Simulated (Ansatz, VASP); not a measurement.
# One calculation of ScIn2Se2, two programs

File INCAR:

```
PREC = Accurate
ENCUT = 600
EDIFF = 1E-6
ISMEAR = 0
SIGMA = 0.1
LREAL = F
LASPH = T
NELM = 100
ALGO = Normal
ISIF = 3
LWAVE = F
LCHARG = F
GGA = PE
IBRION = 2
NSW = 100
EDIFFG = -0.01
```

The input KPOINTS:

```
regular mesh
0
Gamma
  12 12 4
```

POSCAR

```
ScIn2Se2
1.0
    3.9336402300      0.0000000000      0.0000000000
   -1.9668201150      3.4066323685      0.0000000000
    0.0000000000      0.0000000000      9.8706008723
Sc In Se
1 2 2
Direct
    0.0000000000      0.0000000000      0.0000000000
    0.6666666667      0.3333333333      0.3844335550
    0.3333333333      0.6666666667      0.6155664450
    0.6666666667      0.3333333333      0.8449424468
    0.3333333333      0.6666666667      0.1550575532
```

Input for Ansatz:

```yaml
crystal:
  lattice:
    - [3.93364023, 0.0, 0.0]
    - [-1.966820115, 3.4066323685, 0.0]
    - [0.0, 0.0, 9.8706008723]
  atoms:
    - { symbol: Sc, position: [0.0, 0.0, 0.0] }
    - { symbol: In, position: [0.6666666667, 0.3333333333, 0.384433555] }
    - { symbol: In, position: [0.3333333333, 0.6666666667, 0.615566445] }
    - { symbol: Se, position: [0.6666666667, 0.3333333333, 0.8449424468] }
    - { symbol: Se, position: [0.3333333333, 0.6666666667, 0.1550575532] }
basis:
  ecutwfc: 420
kpoints:
  mp_grid: { grid: [12, 12, 4] }
hamiltonian:
  xc: pbe
scf:
  occupations: { method: gaussian, width: 0.1 }
output:
  forces: true
  stress: true
  eigenvalues: true
  write_density: true
  write_potential: true
  elf: true
  volumetric_format: npy
relax:
  adjacent_minimum: "off"
  f_tol: 0.01
  max_steps: 80
  cell: { stress_tol: 0.05 }
```

Change from the starting cell: species swapped into the TbAl2Si2 type (P-3m1, No. 164).

Alike in both runs: task relaxation of cell and atoms; functional PBE; k mesh 12 × 12 × 4; occupations gaussian, width 0.1 eV; no spin polarisation.

|  | VASP | Ansatz |
| --- | --- | --- |
| version | VASP 6.6.1 | Ansatz 0.2.0 |
| potentials or method | VASP PAW PBE potentials, release 64 (Sc_sv, In_d, Se), cutoff 600 eV | scalar-relativistic, plane waves, PAW |
| valence electrons in the cell | 49 | 69 |

Ansatz gave:

```
gap on the k mesh at the Fermi level, each at its own relaxed structure (eV) : none
relaxed volume (Å³/atom)                                                     : 26.60
relaxed length of the cell vector where the two differ most in proportion (Å)              : 10.390
```

Task: What did VASP give for the same quantities?

Result: gap on the k mesh at the Fermi level, each at its own relaxed structure (eV): none; relaxed volume (Å³/atom): 26.62; relaxed length of the cell vector where the two differ most in proportion (Å): 10.374.

A gap of «none» marks a metal or a gap that the smearing closes. VASP's potentials hold 49 valence electrons a cell and Ansatz's 69, so a difference there can come from the potentials and not from the codes.
